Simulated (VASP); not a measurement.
# Ca: single point with PBE

Crystal: Ca.

```
CELL_PARAMETERS angstrom
3.52243 0.00000 0.00000
0.00000 3.52243 0.00000
0.00000 0.00000 3.52243
ATOMIC_POSITIONS crystal
Ca 0.00000 0.00000 0.00000
```

This isn't the form of Ca at room conditions, which is fcc.

```json
{
 "Program": "VASP 6.6.1",
 "Task": "single point",
 "Functional": "PBE",
 "Potentials or basis": "VASP PAW PBE potentials, release 64 (Ca_sv)",
 "Cutoff": "520 eV",
 "k mesh": "11 × 11 × 11",
 "Occupations": "fermi-dirac, width 0.0612256 eV",
 "Spin": "no spin polarisation",
 "Dipole correction": "no",
 "Further INCAR settings": "ALGO = Normal; EDIFF = 1e-06; NBANDS = 11"
}
```

| Quantity | Value |
| --- | --- |
| Pressure | 0.0 GPa |
| Band gap on the k mesh | zero (bands 5 and 6 overlap by 0.92 eV) |

Levels at points of the mesh, in eV from the Fermi level:
| k point | band 1 | band 2 | band 3 | band 4 | band 5 | band 6 | band 7 | band 8 | band 9 | band 10 |
| --- | --- | --- | --- | --- | --- | --- | --- | --- | --- | --- |
| (0.00, 0.00, 0.00) | -42.23 | -23.12 | -23.12 | -23.12 | -3.81 | 0.84 | 0.84 | 4.05 | 4.05 | 4.05 |

Run time: 21 s on 1 thread of Intel(R) Xeon(R) Platinum 8259CL CPU @ 2.50GHz (Skylake/Cascade Lake), on a shared host, peak memory 0.16 GiB.
